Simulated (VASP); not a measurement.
# Ta4N (Pm-3m) in VASP: a series of runs, part 2 of 2

VASP 6.6.1.

## (4) Relaxation of cell and atoms, PBE

Input file INCAR:

```
PREC     = Accurate       # precision mode
ENCUT    = 600            # plane-wave cutoff, eV
EDIFF    = 1E-6           # SCF threshold, eV
ISMEAR   = 0              # smearing method
SIGMA    = 0.1            # smearing width, eV
LREAL    = False          # projectors in reciprocal space
LASPH    = True           # aspherical terms in the spheres
NELM     = 80             # most SCF steps
ALGO     = Normal         # electronic algorithm
ISIF     = 3              # what is computed and relaxed
LWAVE    = False          # write WAVECAR
LCHARG   = False          # write CHGCAR
GGA      = PE             # functional
IBRION   = 2              # ionic algorithm
NSW      = 90             # ionic steps
EDIFFG   = -0.04          # ionic threshold
```

Input file KPOINTS:

```
Automatic mesh
0
Gamma
  4 4 4
```

Input file POSCAR:

```
Ta4N
1.0
    4.2303127500      0.0000000000      0.0000000000
    0.0000000000      4.2303127500      0.0000000000
    0.0000000000      0.0000000000      4.2303127500
Ta N
4 1
Direct
    0.5000000000      0.0000000000      0.0000000000
    0.0000000000      0.5000000000      0.0000000000
    0.0000000000      0.0000000000      0.5000000000
    0.5000000000      0.5000000000      0.5000000000
    0.0000000000      0.0000000000      0.0000000000
```

Potentials or basis: VASP PAW PBE potentials, release 64 (Ta_pv, N).

Started as:

```sh
> cat potpaw_PBE.64/Ta_pv/POTCAR potpaw_PBE.64/N/POTCAR > POTCAR
> mpirun -np 1 vasp_std > vasp.out
```

OUTCAR:

```text
PREC = Accurate
   ENCUT = 600
   EDIFF = 1E-6
   ISMEAR = 0
   LREAL = False
   LASPH = True
   NELM = 80
   ISIF = 3
   GGA = PE
   IBRION = 2
   NSW = 90
   EDIFFG = -0.04

 ion  position               nearest neighbor table
   1  0.500  0.000  0.000-   5 2.12   5 2.12   4 2.99   2 2.99   3 2.99   4 2.99   2 2.99   4 2.99
                             4 2.99   2 2.99   3 2.99   3 2.99   3 2.99   2 2.99
   2  0.000  0.500  0.000-   5 2.12   5 2.12   4 2.99   1 2.99   3 2.99   4 2.99   1 2.99   3 2.99
                             3 2.99   3 2.99   1 2.99   4 2.99   4 2.99   1 2.99
   3  0.000  0.000  0.500-   5 2.12   5 2.12   4 2.99   1 2.99   1 2.99   2 2.99   2 2.99   2 2.99
                             4 2.99   2 2.99   1 2.99   4 2.99   1 2.99   4 2.99
   4  0.500  0.500  0.500-   1 2.99   2 2.99   3 2.99   1 2.99   2 2.99   1 2.99   3 2.99   1 2.99
                             2 2.99   3 2.99   2 2.99   3 2.99
   5  0.000  0.000  0.000-   1 2.12   2 2.12   3 2.12   3 2.12   2 2.12   1 2.12

  LATTYP: Found a simple cubic cell.
 ALAT       =     4.2303127500

  Lattice vectors:

 A1 = (   4.2303127500,   0.0000000000,   0.0000000000)
 A2 = (   0.0000000000,   4.2303127500,   0.0000000000)
 A3 = (   0.0000000000,   0.0000000000,   4.2303127500)

Analysis of symmetry for initial positions (statically):
[... 157 lines left out ...]

 number of electron      49.0000005 magnetization

 Free energy of the ion-electron system (eV)
  ---------------------------------------------------
  ext. energy  EPLUGINS =         0.00000000
  ---------------------------------------------------
  free energy    TOTEN  =       -57.63224343 eV

  energy without entropy =      -57.60860084  energy(sigma->0) =      -57.62042214

------------------------ aborting loop because EDIFF is reached ----------------------------------------

  FORCE on cell =-STRESS in cart. coord.  units (eV):
  Direction    XX          YY          ZZ          XY          YZ          ZX
  --------------------------------------------------------------------------------------
  -------------------------------------------------------------------------------------
  Total        5.5094506      5.5094506      5.5094506     -0.0000000     -0.0000000     -0.0000000
  in kB      116.6007768    116.6007768    116.6007768     -0.0000000     -0.0000000     -0.0000000
  external PRESSURE =     116.6007768 kB  Pullay stress =       0.0000000 kB
[... 104 lines left out ...]
--------------------------------------- Ionic step        4  -------------------------------------------

 number of electron      48.9999988 magnetization

 Free energy of the ion-electron system (eV)
  ---------------------------------------------------
  ext. energy  EPLUGINS =         0.00000000
  ---------------------------------------------------
  free energy    TOTEN  =       -57.75044136 eV

  energy without entropy =      -57.72802451  energy(sigma->0) =      -57.73923294

 E-fermi :   6.1632     XC(G=0): -12.5857

 val. band max:        6.1333909236   @ k =   0.5000   0.2500   0.0000
 cond. band min:       6.2076556012   @ k =   0.0000   0.0000   0.0000
 fundamental gap:      0.0742646776
 Fermi energy:         6.1632341972

 k-point     1 :       0.0000    0.0000    0.0000
  band No.  band energies     occupation
      1     -28.7040      2.00000
      2     -28.7040      2.00000
      3     -28.7040      2.00000
      4     -28.2179      2.00000
      5     -28.2179      2.00000
      6     -28.2179      2.00000
[... 341 lines left out ...]
  FREE ENERGIE OF THE ION-ELECTRON SYSTEM (eV)
  ---------------------------------------------------
  free  energy   TOTEN  =       -57.7504413581 eV

  energy  without entropy=      -57.7280245126  energy(sigma->0) =      -57.73923294

 reached required accuracy - stopping structural energy minimisation
```

OSZICAR:

```text
N       E                     dE             d eps       ncg     rms          rms(c)
DAV:   1     0.509163196820E+03    0.50916E+03   -0.29438E+04   580   0.196E+03
DAV:   2    -0.315665657644E+02   -0.54073E+03   -0.52741E+03   633   0.541E+02
DAV:   3    -0.613974832391E+02   -0.29831E+02   -0.29015E+02   752   0.107E+02
[... 39 lines left out ...]
DAV:   2    -0.577505832692E+02    0.55756E-03   -0.96300E-04   590   0.245E-01    0.102E-01
DAV:   3    -0.577504341485E+02    0.14912E-03   -0.63943E-04   648   0.191E-01    0.342E-02
DAV:   4    -0.577504364278E+02   -0.22792E-05   -0.11748E-05   610   0.262E-02    0.193E-02
DAV:   5    -0.577504410918E+02   -0.46641E-05   -0.53804E-06   597   0.144E-02    0.489E-03
DAV:   6    -0.577504413581E+02   -0.26623E-06   -0.23124E-06   442   0.103E-02
   4 F= -.57750441E+02 E0= -.57739233E+02  d E =-.118198E+00
```

CONTCAR:

```text
Ta4N
   1.00000000000000
     4.2924429645601432   -0.0000000000000000   -0.0000000000000000
    -0.0000000000000000    4.2924429645601432    0.0000000000000000
    -0.0000000000000000   -0.0000000000000000    4.2924429645601432
  Ta              N
     4     1
Direct
     0.5000000000000000    0.0000000000000000    0.0000000000000000
     0.0000000000000000    0.5000000000000000    0.0000000000000000
     0.0000000000000000    0.0000000000000000    0.5000000000000000
     0.5000000000000000    0.5000000000000000    0.5000000000000000
     0.0000000000000000    0.0000000000000000    0.0000000000000000

  0.00000000E+00  0.00000000E+00  0.00000000E+00
  0.00000000E+00  0.00000000E+00  0.00000000E+00
  0.00000000E+00  0.00000000E+00  0.00000000E+00
  0.00000000E+00  0.00000000E+00  0.00000000E+00
  0.00000000E+00  0.00000000E+00  0.00000000E+00
```

Wall time 82 s (1 thread of AMD EPYC 7R43 (Zen 3), shared host); peak memory 0.18 GiB.

What came out:

| Property | Result |
| --- | --- |
| Free energy | -57.7504 eV |
| Relaxed volume | 15.82 Å³/atom |
| Relaxed cell | a = 4.292 Å, b = 4.292 Å, c = 4.292 Å, α = 90.00°, β = 90.00°, γ = 90.00° |
| Space group after relaxing (to 0.1 Å) | Pm-3m (No. 221) |
| Energy gained by relaxing | 23.6 meV/atom |
| Ionic steps | 4 |
| Pressure after relaxing | 0.0 GPa |
| Band gap on the k mesh | zero (an odd number of electrons rules out a gap without spin polarisation) |

Step by step:
| step | energy change (eV) | largest force (eV/Å) | pressure (GPa) | volume (Å³) |
| --- | --- | --- | --- | --- |
| 1 | 0.0000 | 0.0000 | 11.66 | 75.70 |
| 2 | 0.5694 | 0.0000 | -21.28 | 88.43 |
| 3 | -0.1180 | 0.0000 | -0.44 | 79.22 |
| 4 | -0.1182 | 0.0000 | -0.04 | 79.09 |

Final structure:
```
Ta N
1.0
     4.29244    0.00000    0.00000
     0.00000    4.29244    0.00000
     0.00000    0.00000    4.29244
Ta N
4 1
Cartesian
  2.1462 0.0000 0.0000
  0.0000 2.1462 0.0000
  0.0000 0.0000 2.1462
  2.1462 2.1462 2.1462
  0.0000 0.0000 0.0000
```

Caveat: the k points lie up to 0.37 Å⁻¹ apart in the final cell, too coarse for converged energies and pressures of a metal; spin-orbit coupling is left out, which moves the levels of the heavy elements.

## (5) Single point, PBE

This run uses another cell than the first one, of 15.80 Å³/atom.

Input file INCAR:

```
SYSTEM = Ta4N
ALGO = Normal
EDIFF = 1E-6
ENCUT = 520
GGA = PE
ISIF = 2
ISMEAR = 0
LASPH = .TRUE.
LCHARG = .FALSE.
LREAL = .FALSE.
LWAVE = .FALSE.
NBANDS = 32
NELM = 60
PREC = Accurate
SIGMA = 0.1
```

Input file KPOINTS:

```
k-points
0
G
  10 10 10
  0 0 0
```

Edit POSCAR of step 4 so:

```diff
@@ -2,5 +2,5 @@
 1.0
-    4.2303127500      0.0000000000      0.0000000000
-    0.0000000000      4.2303127500      0.0000000000
-    0.0000000000      0.0000000000      4.2303127500
+    4.2908685883      0.0000000000      0.0000000000
+    0.0000000000      4.2908685883      0.0000000000
+    0.0000000000      0.0000000000      4.2908685883
 Ta N
```

Started as:

```sh
> cat potpaw_PBE.64/Ta_pv/POTCAR potpaw_PBE.64/N/POTCAR > POTCAR
> mpirun -np 1 vasp_std > vasp.out
```

Run time: 2 min. Hardware: 1 thread of AMD EPYC 7R43 (Zen 3), shared host; peak memory 0.21 GiB.

The run converged. Its results:

* Free energy: -57.7565 eV
* Pressure: 0.2 GPa
* Band gap on the k mesh: zero (an odd number of electrons rules out a gap without spin polarisation)

Levels at points of the mesh, in eV from the Fermi level:
```csv
k point,band 22,band 23,band 24,band 25,band 26,band 27,band 28,band 29
"(0.00, 0.00, 0.00)",-3.69,-0.05,-0.05,-0.05,2.47,2.47,3.84,3.84
"(0.50, 0.00, 0.00)",-1.68,-1.68,0.10,0.10,0.19,1.04,1.58,1.82
"(0.50, 0.50, 0.00)",-1.65,-1.44,-1.04,-0.37,-0.37,1.40,1.50,2.40
"(0.50, 0.50, 0.50)",-0.15,-0.15,0.03,0.03,0.20,0.20,0.20,3.91
```

Caveat: spin-orbit coupling is left out, which moves the levels of the heavy elements.

## (6) Summary

| task | cell | k mesh | cutoff (eV) | gap on the mesh (eV) | pressure (GPa) |
| --- | --- | --- | --- | --- | --- |
| single point | a = 4.230 Å, 5 atoms | 4 × 4 × 4 | 520 | none | 11.7 |
| single point | a = 4.291 Å, 5 atoms | 4 × 4 × 4 | 520 | none | 0.3 |
| relaxation of cell and atoms | relaxed from a = 4.230 Å, 5 atoms | 4 × 4 × 4 | 600 | none | 0.0 |
| single point | a = 4.291 Å, 5 atoms | 10 × 10 × 10 | 520 | none | 0.2 |

Alike in all rows: level PBE; potentials or basis VASP PAW PBE potentials, release 64 (Ta_pv, N); no spin polarisation; smearing gaussian 0.1 eV.

Caveats: some runs use coarse meshes; spin-orbit coupling is left out, which moves the levels of the heavy elements.

Total energies depend on the potentials used, so only differences within one code and one set of settings carry meaning.
